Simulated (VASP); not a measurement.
**PbF2: single point with r2SCAN**

The system is PbF2.

```
CELL_PARAMETERS angstrom
0.00000 3.03667 3.03667
2.96985 0.06682 2.96985
2.96985 2.96985 0.06682
ATOMIC_POSITIONS crystal
Pb 0.00000 0.00000 0.00000
F 0.25000 0.25000 0.25000
F 0.75000 0.75000 0.75000
```

This cell differs from its parent crystal: strain +0.0450 x Voigt [0, 0, 0, 1, 0, 0].

```
Program                : VASP 6.6.1
Task                   : single point
Functional             : r2SCAN
Potentials or basis    : VASP PAW PBE potentials, release 64 (Pb_d, F)
Cutoff                 : 520 eV
k mesh                 : 8 × 8 × 8
Occupations            : gaussian, width 0.05 eV
Spin                   : no spin polarisation
Dipole correction      : no
Further INCAR settings : ALGO = Normal; EDIFF = 1e-07; NBANDS = 21
```

| Property | Result |
| --- | --- |
| Pressure | -0.6 GPa |
| Largest force | 0.121 eV/Å |
| Band gap on the k mesh | 4.92 eV (least direct gap 5.06 eV) |

Forces in eV/Å, atoms in the order of the input:
```
Pb   0.000  0.000  0.000
F   -0.121  0.000  0.000
F    0.121  0.000  0.000
```

Stress tensor (GPa, compression positive):
```
-0.59  0.00  0.00
 0.00 -0.60 -1.50
 0.00 -1.50 -0.60
```

Levels at points of the mesh, in eV from the valence-band top:
| k point | band 12 | band 13 | band 14 | band 15 | band 16 | band 17 |
| --- | --- | --- | --- | --- | --- | --- |
| (0.00, 0.00, 0.00) | -2.19 | -2.12 | -2.04 | 6.98 | 7.30 | 7.61 |
| (0.50, 0.00, 0.00) | -2.29 | -2.28 | -0.11 | 5.25 | 8.10 | 8.47 |
| (0.00, 0.50, 0.00) | -2.31 | -2.30 | -0.02 | 5.50 | 7.96 | 8.32 |
| (0.50, 0.50, 0.00) | -1.71 | -1.71 | -0.14 | 4.92 | 8.41 | 8.43 |
| (0.00, 0.50, 0.50) | -1.71 | -1.68 | -0.15 | 4.93 | 8.14 | 8.71 |

It took 9.9 min on 1 thread of Oxide Virtual Turin-like Processor (shared host), peak memory 0.21 GiB.

Caveat: the cell differs from its parent crystal (strain +0.0450 x Voigt [0, 0, 0, 1, 0, 0]); the PAW data sets were made with another functional, which shifts forces and pressure a little; spin-orbit coupling is left out, which moves the levels of the heavy elements. A k mesh can miss the band edges.
